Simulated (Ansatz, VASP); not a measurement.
**AlN: VASP beside Ansatz**

The input POSCAR:

```
AlN
1.0
    0.0000000000      1.9670609010      1.9670609010
    1.9670609010      0.0000000000      1.9670609010
    1.9670609010      1.9670609010      0.0000000000
Al N
1 1
Direct
    0.0000000000      0.0000000000      0.0000000000
    0.5000000000      0.5000000000      0.5000000000
```

INCAR.step1

```
SYSTEM = AlN
  PREC = Accurate
  ENCUT = 660
  ISMEAR = 0
  SIGMA = 0.01
  LREAL = .False.
  LASPH = .True.
  NELM = 120
  NBANDS = 11
  GGA = PE
  ALGO = Normal
  EDIFF = 1E-5
  LWAVE = .True.
  LCHARG = .False.
  GGA_COMPAT = .False.
```

File INCAR.step2:

```
SYSTEM = AlN
  PREC = Accurate
  ENCUT = 660
  EDIFF = 1E-6
  ISMEAR = 0
  SIGMA = 0.01
  LREAL = .False.
  LASPH = .True.
  NELM = 120
  ALGO = Normal
  ISIF = 2
  LWAVE = .False.
  LCHARG = .False.
  METAGGA = R2SCAN
  LMIXTAU = .True.
  NBANDS = 11
  ISTART = 1
  GGA_COMPAT = .False.
```

The input KPOINTS:

```
regular mesh
0
Gamma
  10 10 10
  0 0 0
```

Input for Ansatz:

```yaml
crystal:
  lattice:
    - [0.0, 1.967060901, 1.967060901]
    - [1.967060901, 0.0, 1.967060901]
    - [1.967060901, 1.967060901, 0.0]
  atoms:
    - { symbol: Al, position: [0.0, 0.0, 0.0] }
    - { symbol: "N", position: [0.5, 0.5, 0.5] }
scf:
  occupations: { method: fixed }
output:
  forces: true
  stress: true
  eigenvalues: true
hamiltonian:
  xc: r2scan
basis:
  ecutwfc: 520
kpoints:
  mp_grid: { grid: [10, 10, 10] }
```

Alike in both runs: task single point; functional r2SCAN; k mesh 10 × 10 × 10; no spin polarisation.

|  | VASP | Ansatz |
| --- | --- | --- |
| version | VASP 6.6.1 | Ansatz 0.2.0 |
| potentials or method | VASP PAW PBE potentials, release 64 (Al, N), cutoff 660 eV | scalar-relativistic, plane waves, PAW |
| occupations | gaussian, width 0.01 eV | fixed |
| valence electrons in the cell | 8 | 8 |

```csv
,VASP,Ansatz,Ansatz less VASP
gap on the k mesh at the Fermi level (eV),5.83,5.87,+0.035
least direct gap on the mesh (eV),7.80,7.74,-0.059
pressure (GPa),24.4,25.1,+0.70
```

VASP's potentials were made for PBE, not for r2SCAN.
